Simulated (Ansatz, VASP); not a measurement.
## One calculation of Pt, two programs

The input INCAR:

```
SYSTEM = Pt
ALGO = Normal
EDIFF = 1E-7
ENCUT = 520
GGA = PE
ISIF = 2
ISMEAR = -1
LASPH = .True.
LCHARG = .False.
LREAL = .False.
LWAVE = .False.
NBANDS = 22
NELM = 80
PREC = Accurate
SIGMA = 0.08
```

Contents of KPOINTS:

```
k-points
0
Gamma
  13 13 1
  0 0 0
```

File POSCAR:

```
Pt
1.0
    2.8080030018      0.0000000000      0.0000000000
   -1.4040015009      2.4318019335      0.0000000000
    0.0000000000      0.0000000000     20.5854000000
Pt
3
Direct
    0.1666666667      0.3333333333      0.3877767870
    0.5000000000      1.0000000000      0.5000000007
    0.8333333333      0.6666666667      0.6122232120
```

Input for Ansatz:

```yaml
crystal:
  lattice:
    - [2.8080030018, 0.0, 0.0]
    - [-1.4040015009, 2.4318019335, 0.0]
    - [0.0, 0.0, 20.5854]
  atoms:
    - { symbol: Pt, position: [0.1666666667, 0.3333333333, 0.387776787] }
    - { symbol: Pt, position: [0.5, 1.0, 0.5000000007] }
    - { symbol: Pt, position: [0.8333333333, 0.6666666667, 0.612223212] }
kpoints:
  mp_grid: { grid: [13, 13, 1] }
scf:
  occupations: { method: fermi_dirac, width: 0.08 }
hamiltonian:
  xc: pbe
  pseudopotentials: { kind: paw }
output:
  forces: true
  stress: true
  eigenvalues: true
  core_levels:
    shells: { Pt: ["4f"] }
    counted_from: fermi_level
    add_spin: false
  write_density: true
  write_potential: true
  elf: true
  volumetric_format: npy
```

Alike in both runs: task single point; functional PBE; k mesh 13 × 13 × 1; occupations fermi-dirac, width 0.08 eV; no spin polarisation.

```csv
,VASP,Ansatz
version,VASP 6.6.1,Ansatz 0.2.0
potentials or method,"VASP PAW PBE potentials, release 64 (Pt)","PAW with Ansatz's default frozen-core files, scalar-relativistic"
plane-wave cutoff (eV),520,420
valence electrons in the cell,30,54
```

Ansatz gave:

```
rms of the force components (eV/Å) : 0.002
```

Question: Which values does VASP return?

Answer: rms of the force components (eV/Å): 0.009.

Atom by atom the forces differ by 0.012 eV/Å (rms over components). VASP's potentials hold 30 valence electrons a cell and Ansatz's 54, so a difference there can come from the potentials and not from the codes. Ansatz's warnings: xc potential rough in thin density.

Neither program's run includes spin-orbit coupling.
